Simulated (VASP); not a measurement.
# Tl12H (a cell with a defect) in VASP: single point with PBEsol

Aim: the single point of Tl12H (a cell with a defect) with PBEsol.

Program: VASP 6.6.1. These are calculated values, not measurements. Logs are shortened: lines on timing, memory, paths and dates and some standing lists are left out, and cuts for length are marked.

### Step 1. The cell of the first run

The cell holds a defect, 13 atoms: a = 6.926 Å, b = 10.389 Å, c = 5.539 Å, α = 90.00°, β = 90.00°, γ = 120.00°.

### Step 2. Single point, PBEsol

INCAR reads:

```
SYSTEM = Tl12H
  PREC = Accurate
  ENCUT = 520
  EDIFF = 1E-7
  ISMEAR = -1
  SIGMA = 0.05
  LREAL = .FALSE.
  LASPH = .TRUE.
  NELM = 60
  ALGO = Normal
  ISIF = 2
  LWAVE = .FALSE.
  LCHARG = .FALSE.
  GGA = PS
  NBANDS = 90
```

KPOINTS reads:

```
Automatic mesh
0
G
  3 2 3
  0 0 0
```

POSCAR reads:

```
Tl12H
1.0
    6.9260000000      0.0000000000      0.0000000000
   -5.1945000000      8.9971380000      0.0000000000
    0.0000000000      0.0000000000      5.5390000000
Tl H
12 1
Direct
    0.1670189916      0.2402875225      0.2202202564
    0.3224114273      0.1116799587      0.7611662755
    0.1499914163      0.5279123206      0.2365228381
    0.3012696131      0.4315705728      0.8008304748
    0.1710793942      0.8815469986      0.2613829211
    0.3760315149      0.7860610785      0.7699584763
    0.6649096009      0.2277724316      0.2411446109
    0.8095228017      0.1093569977      0.7426250226
    0.6429193548      0.5478408801      0.2554793284
    0.8452416544      0.4496763304      0.7348077270
    0.6820064806      0.8986190942      0.1994222784
    0.8673725781      0.7873948360      0.7736775591
    0.5221167543      0.6694351026      1.0597219715
```

Potentials or basis: VASP PAW PBE potentials, release 64 (Tl_d, H).

On the command line:

```sh
cat potpaw_PBE.64/Tl_d/POTCAR potpaw_PBE.64/H/POTCAR > POTCAR
mpirun -np 1 vasp_std > vasp.out
```

OUTCAR:

```text
SYSTEM = Tl12H
   PREC = Accurate
   ENCUT = 520
   EDIFF = 1E-7
   ISMEAR = -1
   LREAL = .FALSE.
   LASPH = .TRUE.
   NELM = 60
   ISIF = 2
   GGA = PS

 ion  position               nearest neighbor table
   1  0.167  0.240  0.220-   4 2.89   3 3.05   9 3.25   2 3.29   8 3.41   7 3.42  11 3.46   7 3.52
                             8 3.60   4 3.65   2 3.66   5 3.75
   2  0.322  0.112  0.761-  12 3.27   1 3.29   7 3.36   8 3.39   4 3.41   5 3.46   5 3.46   7 3.54
                             8 3.54  10 3.57   6 3.58   1 3.66
   3  0.150  0.528  0.237-  13 2.44   4 3.00   1 3.05   7 3.25   9 3.32  10 3.32  10 3.34   6 3.48
                             4 3.59   5 3.61   9 3.62   6 3.76  11 3.78
   4  0.301  0.432  0.801-   1 2.89   3 3.00   9 3.25  10 3.28   8 3.39   2 3.41   6 3.46   3 3.59
                             1 3.65   9 3.65  10 3.70  12 3.82
   5  0.171  0.882  0.261-  12 3.26  12 3.37   6 3.44   2 3.46   2 3.46  11 3.47  11 3.50   6 3.51
                             7 3.51   9 3.57   3 3.61   1 3.75
   6  0.376  0.786  0.770-  13 2.51  11 3.01   8 3.20  12 3.40   5 3.44   4 3.46   3 3.48   5 3.51
                            12 3.53   2 3.58  10 3.59  11 3.66   3 3.76
   7  0.665  0.228  0.241-   3 3.25   2 3.36   8 3.37   8 3.39  10 3.39   9 3.40   1 3.42  10 3.44
                            11 3.49   5 3.51   1 3.52   2 3.54
   8  0.810  0.109  0.743-  11 3.17   6 3.20   7 3.37   7 3.39   2 3.39   4 3.39   1 3.41  10 3.42
                             2 3.54  11 3.56  12 3.57   1 3.60
   9  0.643  0.548  0.255-  13 2.13   4 3.25   1 3.25   3 3.32  10 3.39   7 3.40  12 3.44  11 3.53
                             5 3.57  10 3.57  12 3.60   3 3.62   4 3.65
  10  0.845  0.450  0.735-   4 3.28   3 3.32   3 3.34   7 3.39   9 3.39   8 3.42  12 3.44   7 3.44
                             2 3.57   9 3.57   6 3.59   4 3.70
  11  0.682  0.899  0.199-  13 2.20   6 3.01  12 3.17   8 3.17   1 3.46   5 3.47   7 3.49   5 3.50
                             9 3.53   8 3.56   6 3.66   3 3.78  12 3.82
  12  0.867  0.787  0.774-  11 3.17   5 3.26   2 3.27   5 3.37   6 3.40  10 3.44   9 3.44   6 3.53
                             8 3.57   9 3.60   4 3.82  11 3.82
  13  0.522  0.669  0.060-   9 2.13  11 2.20   3 2.44   6 2.51

  LATTYP: Found a simple monoclinic cell.
 ALAT       =     6.9260000000
 B/A-ratio  =     0.7997401097
 C/A-ratio  =     1.3228756669
 COS(beta)  =    -0.1889822349

  Lattice vectors:

 A1 = (   6.9260000000,   0.0000000000,   0.0000000000)
 A2 = (   0.0000000000,   0.0000000000,   5.5390000000)
 A3 = (  -1.7315000000,  -8.9971380000,   0.0000000000)

Analysis of symmetry for initial positions (statically):
=====================================================================
 Subroutine PRICEL returns:
 Original cell was already a primitive cell.

 Routine SETGRP: Setting up the symmetry group for a
 simple monoclinic supercell.

 Subroutine GETGRP returns: Found  1 space group operations
 (whereof  1 operations were pure point group operations)
 out of a pool of  4 trial point group operations.

The static configuration has the point symmetry C_1 .

Analysis of symmetry for dynamics (positions and initial velocities):
=====================================================================
 Subroutine PRICEL returns:
 Original cell was already a primitive cell.

 Routine SETGRP: Setting up the symmetry group for a
 simple monoclinic supercell.

 Subroutine GETGRP returns: Found  1 space group operations
 (whereof  1 operations were pure point group operations)
 out of a pool of  4 trial point group operations.

The dynamic configuration has the point symmetry C_1 .

 Subroutine INISYM returns: Found  1 space group operations
 (whereof  1 operations are pure point group operations),
 and found     1 'primitive' translations

----------------------------------------------------------------------------------------

                                     Primitive cell

  volume of cell :     345.1582

  direct lattice vectors                    reciprocal lattice vectors
     6.926000000  0.000000000  0.000000000     0.144383483  0.083359842  0.000000000
    -5.194500000  8.997138000  0.000000000     0.000000000  0.111146456  0.000000000
     0.000000000  0.000000000  5.539000000     0.000000000  0.000000000  0.180538003

  length of vectors
     6.926000000 10.389000069  5.539000000     0.166719685  0.111146456  0.180538003

  position of ions in fractional coordinates (direct lattice)
[... 67 lines left out ...]
|                                                                             |
 -----------------------------------------------------------------------------

 Subroutine IBZKPT returns following result:
 ===========================================

 Found     10 irreducible k-points:

 Following reciprocal coordinates:
            Coordinates               Weight
  0.000000  0.000000  0.000000      1.000000
  0.333333  0.000000  0.000000      2.000000
  0.000000  0.500000  0.000000      1.000000
  0.333333  0.500000  0.000000      2.000000
  0.000000  0.000000  0.333333      2.000000
  0.333333  0.000000  0.333333      2.000000
 -0.333333  0.000000  0.333333      2.000000
  0.000000  0.500000  0.333333      2.000000
  0.333333  0.500000  0.333333      2.000000
 -0.333333  0.500000  0.333333      2.000000
   k-points           NKPTS =     10   k-points in BZ     NKDIM =     10   number of bands    NBANDS=     90
   number of dos      NEDOS =    301   number of ions     NIONS =     13
   total plane-waves  NPLWV = 181440
   dimension x,y,z NGX =    54 NGY =   80 NGZ =   42
   dimension x,y,z NGXF=   108 NGYF=  160 NGZF=   84
   ions per type =              12   1
   NGX,Y,Z   is equivalent  to a cutoff of  12.96, 12.80, 12.61 a.u.
   NGXF,Y,Z  is equivalent  to a cutoff of  25.92, 25.60, 25.21 a.u.
 SYSTEM =  Tl12H
   PREC   = accura    normal or accurate (medium, high low for compatibility)
   ISTART =      0    job   : 0-new  1-cont  2-samecut
   ICHARG =      2    charge: 1-file 2-atom 10-const
   ISPIN  =      1    spin polarized calculation?
   LNONCOLLINEAR =      F non collinear calculations
   LSORBIT =      F    spin-orbit coupling
   LASPH  =      T    aspherical Exc in radial PAW
   ENCUT  =  520.0 eV  38.22 Ry    6.18 a.u.  12.88 19.32 10.30*2*pi/ulx,y,z
   NELM   =     60;   NELMIN=  2; NELMDL= -5     # of ELM steps
   EDIFF  = 0.1E-06   stopping-criterion for ELM
   LREAL  =      F    real-space projection
   EDIFFG = 0.1E-05   stopping-criterion for IOM
   NSW    =      0    number of steps for IOM
   IBRION =     -1    ionic relax: 0-MD 1-quasi-New 2-CG
   NFREE  =      0    steps in history (QN), initial steepest desc. (CG)
   ISIF   =      2    stress and relaxation
   ISYM   =      2    0-nonsym 1-usesym 2-fastsym
   POTIM  = 0.5000    time-step for ionic-motion
   TEBEG  =    0.0;   TEEND  =   0.0 temperature during run
   PSTRESS=    0.0 pullay stress
   NELECT =     157.0000    total number of electrons
   NUPDOWN=      -1.0000    fix difference up-down
   EMIN   =  10.00;   EMAX   =-10.00  energy-range for DOS
   EFERMI =   0.00;   METHOD = LEGACY
   ISMEAR =    -1;   SIGMA  =   0.05  broadening in eV -4-tet -1-fermi 0-gaus
   EFERMI_NEDOS =   21; number of points for ismear=-14 and -15
   IALGO  =     38    algorithm
   IMIX   =      4    mixing-type and parameters
     AMIX     =   0.40;   BMIX     =  1.00
     AMIX_MAG =   1.60;   BMIX_MAG =  1.00
  volume/ion in A,a.u.               =      26.55       179.17
  Fermi-wavevector in a.u.,A,eV,Ry     =   1.259028  2.379217 21.567287  1.585151
  Thomas-Fermi vector in A             =   2.392608
   LORBIT       =      0    0 simple, 1 ext, 2 COOP (PROOUT), +10 PAW based schemes
   GGA     = PS    functional components
   LHFCALC =     F    Hartree Fock is set to
   AEXX    =    0.0000 exact exchange contribution
   IVDW    =     0    specifies the selected vdW correction
   LEPSILON=     F    determine dielectric tensor
   LRPA    =     F    only Hartree local field effects (RPA)
 non-spin polarized calculation
  energy-cutoff  :      520.00
  volume of cell :      345.16
 maximum number of plane-waves:      9344
 NGX is ok and might be reduce to    54
   NGX = 25   NGY = 39   NGZ = 21

 number of electron     157.0000006 magnetization

 Free energy of the ion-electron system (eV)
  ---------------------------------------------------
  ext. energy  EPLUGINS =         0.00000000
  ---------------------------------------------------
  free energy    TOTEN  =       -33.17339740 eV

  energy without entropy =      -33.11060394  energy(sigma->0) =      -33.14200067

 E-fermi :   6.3034     XC(G=0): -10.3624

 val. band max:        6.2749603990   @ k =  -0.3333   0.0000   0.3333
 cond. band min:       6.3072656104   @ k =   0.3333   0.0000   0.3333
 fundamental gap:      0.0323052114
 Fermi energy:         6.3034474793

 k-point     1 :       0.0000    0.0000    0.0000
  band No.  band energies     occupation
      1      -5.7914      2.00000
      2      -5.6693      2.00000
      3      -5.6473      2.00000
      4      -5.5738      2.00000
      5      -5.5472      2.00000
      6      -5.5147      2.00000
[... 919 lines left out ...]
     89       9.7692      0.00000
     90       9.9488      0.00000

------------------------ aborting loop because EDIFF is reached ----------------------------------------

  FORCE on cell =-STRESS in cart. coord.  units (eV):
  Direction    XX          YY          ZZ          XY          YZ          ZX
  --------------------------------------------------------------------------------------
  -------------------------------------------------------------------------------------
  Total        5.1793662      5.4934099      0.9427373      0.2276178      0.0348532      0.5059734
  in kB       24.0419099     25.4996581      4.3760577      1.0565706      0.1617836      2.3486594
  external PRESSURE =      17.9725419 kB  Pullay stress =       0.0000000 kB

 VOLUME and BASIS-vectors are now :
 -----------------------------------------------------------------------------
  energy-cutoff  :      520.00
  volume of cell :      345.16
      direct lattice vectors                 reciprocal lattice vectors
     6.926000000  0.000000000  0.000000000     0.144383483  0.083359842  0.000000000
    -5.194500000  8.997138000  0.000000000     0.000000000  0.111146456  0.000000000
     0.000000000  0.000000000  5.539000000     0.000000000  0.000000000  0.180538003

 POSITION                                       TOTAL-FORCE (eV/Angst)
 -----------------------------------------------------------------------------------
     -0.09140      2.16190      1.21980         0.394279     -1.090651      0.954634
      1.65290      1.00480      4.21610         0.044975      0.094400     -0.202180
     -1.70340      4.74970      1.31010        -0.794794      0.853694      0.730813
     -0.15520      3.88290      4.43580         0.396292      0.245564     -1.625382
     -3.39430      7.93140      1.44780        -0.004064      0.052785      0.149924
     -1.47880      7.07230      4.26480        -0.544214     -0.370533     -0.681687
      3.42200      2.04930      1.33570        -0.263794     -0.287792      0.055723
      5.03870      0.98390      4.11340         0.092351      0.185077     -0.372542
      1.60710      4.92900      1.41510         0.614942      0.109653      0.394896
      3.51830      4.04580      4.07010        -0.255164      0.078110      0.021361
      0.05570      8.08500      1.10460         0.181463      0.356084      1.068622
      1.91730      7.08430      4.28540         0.212697     -0.251371     -0.498285
      0.13880      6.02300      0.33080        -0.074969      0.024981      0.004102
 -----------------------------------------------------------------------------------
    total drift:                               -0.000217      0.000106      0.000155

  FREE ENERGIE OF THE ION-ELECTRON SYSTEM (eV)
  ---------------------------------------------------
  free  energy   TOTEN  =       -33.1733973998 eV

  energy  without entropy=      -33.1106039383  energy(sigma->0) =      -33.14200067
```

Wall time 9.7 min (1 thread of Intel Xeon 8259CL, shared host); peak memory 0.56 GiB.

Results:

```yaml
Free_energy: -33.1734 eV
Pressure: 1.8 GPa
Largest_force: 1.691 eV/Å
Band_gap_on_the_k_mesh: zero (an odd number of electrons rules out a gap without spin polarisation)
```

Forces on the atoms (eV/Å):
```
Tl   0.394 -1.091  0.955
Tl   0.045  0.094 -0.202
Tl  -0.795  0.854  0.731
Tl   0.396  0.246 -1.625
Tl  -0.004  0.053  0.150
Tl  -0.544 -0.371 -0.682
Tl  -0.264 -0.288  0.056
Tl   0.092  0.185 -0.373
Tl   0.615  0.110  0.395
Tl  -0.255  0.078  0.021
Tl   0.181  0.356  1.069
Tl   0.213 -0.251 -0.498
H   -0.075  0.025  0.004
```

Levels at points of the mesh, in eV from the Fermi level:
```csv
k point,band 75,band 76,band 77,band 78,band 79,band 80,band 81,band 82
"(0.00, 0.00, 0.00)",-0.90,-0.60,-0.51,-0.36,-0.12,-0.04,0.49,0.69
"(0.00, 0.50, 0.00)",-1.32,-0.92,-0.71,-0.39,0.30,0.53,0.85,0.87
```

Caveat: the k points lie up to 0.38 Å⁻¹ apart, too coarse for converged energies and pressures of a metal; the PAW data sets were made with another functional, which shifts forces and pressure a little; spin-orbit coupling is left out, which moves the levels of the heavy elements.
